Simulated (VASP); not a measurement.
Crystal: Ta3Cu.

```xyz
4
Lattice="-1.9930 1.9930 4.1799 1.9930 -1.9930 4.1799 1.9930 1.9930 -4.1799" Properties=species:S:1:pos:R:3 pbc="T T T"
Ta    0.0000    0.0000    4.1799
Ta    1.9930    0.0000    2.0900
Ta    0.0000    1.9930    2.0900
Cu    0.0000    0.0000    0.0000
```

Program: VASP 6.6.1. Alike in all runs: task single point; no spin polarisation; cell as given; k mesh 9 × 9 × 9; cutoff (eV) 520; smearing fermi-dirac 0.05 eV.

Problem. Order these runs on this cell by their pressure, lowest first.
A. level PBE; potentials or basis VASP PAW PBE potentials, release 64 (Ta_pv, Cu)
B. level PBEsol; potentials or basis VASP PAW PBE potentials, release 64 (Ta_pv, Cu)
C. level LDA; potentials or basis VASP PAW LDA potentials, release 64 (Ta_pv, Cu)

Solution. C (-7.3 GPa), B (-2.0 GPa), A (5.0 GPa).

Caveats: the cell stands under tension (at least some runs); the PAW data sets were made with another functional, which shifts forces and pressure a little (at least some runs); the cell stands under pressure (at least some runs).
